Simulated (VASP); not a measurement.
Input of a VASP 6.6.1 run:

The input POSCAR:

```
CaB2
1.0
    3.2264302843      0.0000000000      0.0000000000
   -1.6132151421      2.7941705897      0.0000000000
    0.0000000000      0.0000000000      4.0673920000
Ca B
1 2
Direct
    0.0000000000      0.0000000000      0.0000000000
    0.6666666667      0.3333333333      0.5000000000
    0.3333333333      0.6666666667      0.5000000000
```

The input INCAR.step1:

```
SYSTEM = CaB2
ALGO     = Normal         ! electronic algorithm
EDIFF    = 1E-5           ! SCF threshold, eV
ENCUT    = 520            ! plane-wave cutoff, eV
GGA      = PE             ! functional
ISIF     = 2              ! what is computed and relaxed
ISMEAR   = -1             ! smearing method
LASPH    = .True.         ! aspherical terms in the spheres
LCHARG   = .False.        ! write CHGCAR
LREAL    = .False.        ! projectors in reciprocal space
LWAVE    = .True.         ! write WAVECAR
NBANDS   = 15             ! bands
NELM     = 80             ! most SCF steps
PREC     = Accurate       ! precision mode
SIGMA    = 0.05           ! smearing width, eV
```

INCAR.step2

```
SYSTEM = CaB2
AEXX     = 0.1            ! exact-exchange fraction
ALGO     = Normal         ! electronic algorithm
EDIFF    = 1E-6           ! SCF threshold, eV
ENCUT    = 520            ! plane-wave cutoff, eV
GGA      = PE             ! functional
HFSCREEN = 0.2078699      ! screening, 1/A
ISIF     = 2              ! what is computed and relaxed
ISMEAR   = -1             ! smearing method
ISTART   = 1            
LASPH    = .True.         ! aspherical terms in the spheres
LCHARG   = .False.        ! write CHGCAR
LHFCALC  = .True.         ! exact exchange
LREAL    = .False.        ! projectors in reciprocal space
LWAVE    = .False.        ! write WAVECAR
NBANDS   = 15             ! bands
NELM     = 80             ! most SCF steps
PREC     = Accurate       ! precision mode
PRECFOCK = Normal       
SIGMA    = 0.05           ! smearing width, eV
```

KPOINTS

```
k-points
0
Gamma
  5 5 4
  0 0 0
```

Potentials or basis: VASP PAW PBE potentials, release 64 (Ca_sv, B).

Launch:

```console
$ cat potpaw_PBE.64/Ca_sv/POTCAR potpaw_PBE.64/B/POTCAR > POTCAR
$ cp INCAR.step1 INCAR
$ mpirun -np 1 vasp_std > vasp.out
$ cp INCAR.step2 INCAR
$ mpirun -np 1 vasp_std > vasp.out
```

Estimate the band gap on the k mesh.

zero (bands 8 and 9 overlap by 1.37 eV).

What does it give for the pressure?

-0.2 GPa.

Stress tensor (GPa, compression positive):
```
-0.08  0.00  0.00
 0.00 -0.08  0.00
 0.00  0.00 -0.46
```

Caveat: the k points lie up to 0.45 Å⁻¹ apart, too coarse for converged energies and pressures of a metal; the PAW data sets were made with another functional, which shifts forces and pressure a little.
